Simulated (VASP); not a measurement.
# Al: single point with LDA

The system is Al.

```
CELL_PARAMETERS angstrom
2.82708 0.00000 0.00000
-1.41354 2.44832 0.00000
0.00000 0.00000 9.18599
ATOMIC_POSITIONS crystal
Al 0.00000 0.00000 0.00000
Al 0.33333 0.66667 0.25000
Al 0.00000 0.00000 0.50000
Al 0.66667 0.33333 0.75000
```

```yaml
Program: VASP 6.6.1
Task: single point
Functional: LDA
Potentials_or_basis: VASP PAW LDA potentials, release 64 (Al)
Cutoff: 520 eV
k_mesh: 4 × 4 × 1
Occupations: methfessel-paxton, width 0.05 eV
Spin: no spin polarisation
Dipole_correction: no
Further_INCAR_settings: ALGO = Normal; EDIFF = 1e-06; NBANDS = 14
```

```
Pressure               : 0.4 GPa
Band gap on the k mesh : zero (band 6 reaches 11.78 eV, above the bottom of band 7 at 8.43 eV)
```

Stress tensor (GPa, compression positive):
```
-3.07  0.00  0.00
 0.00 -3.07  0.00
 0.00  0.00  7.44
```

Levels at points of the mesh, in eV from the Fermi level:
```csv
k point,band 1,band 2,band 3,band 4,band 5,band 6,band 7,band 8,band 9,band 10
"(0.00, 0.00, 0.00)",-11.78,-10.11,-9.96,-5.10,-4.78,3.18,3.18,10.35,10.35,10.54
"(0.50, 0.00, 0.00)",-5.81,-5.72,-4.42,-4.36,-3.89,-3.63,0.40,0.88,1.02,1.29
```

Wall time 5.4 s on 1 thread of Intel Xeon 8259CL, on a shared host, peak memory 0.15 GiB.

Caveat: the k points lie up to 0.68 Å⁻¹ apart.
